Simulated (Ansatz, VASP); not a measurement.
# Two plane-wave programs on Cs6Ga

```
CELL_PARAMETERS angstrom
-4.39074 4.39074 4.39074
4.39074 -4.39074 4.39074
4.39074 4.39074 -4.39074
ATOMIC_POSITIONS crystal
Cs 0.72563 0.72563 0.00000
Cs 0.27437 0.27437 0.00000
Cs 0.00000 0.27437 0.27437
Cs 0.00000 0.72563 0.72563
Cs 0.72563 0.00000 0.72563
Cs 0.27437 0.00000 0.27437
Ga 0.00000 0.00000 0.00000
```

Change from the starting cell: species swapped into the SF6 type (Im-3m, No. 229).

Alike in both runs: task single point; functional PBE; k mesh 4 × 4 × 4; occupations gaussian, width 0.1 eV; no spin polarisation.

|  | VASP | Ansatz |
| --- | --- | --- |
| version | VASP 6.6.1 | Ansatz 0.2.0 |
| potentials or method | VASP PAW PBE potentials, release 64 (Cs_sv, Ga_d), cutoff 520 eV | scalar-relativistic, plane waves, PAW |
| valence electrons in the cell | 67 | 67 |

```tsv
	VASP	Ansatz	Ansatz less VASP
gap on the k mesh at the Fermi level (eV)	none	none	-
pressure (GPa)	17.9	17.3	-0.58
rms of the force components (eV/Å)	4.117	3.961	-0.1555
```

Atom by atom the forces differ by 0.155 eV/Å (rms over components). A gap of «none» marks a metal or a gap that the smearing closes.

Neither program's run includes spin-orbit coupling.
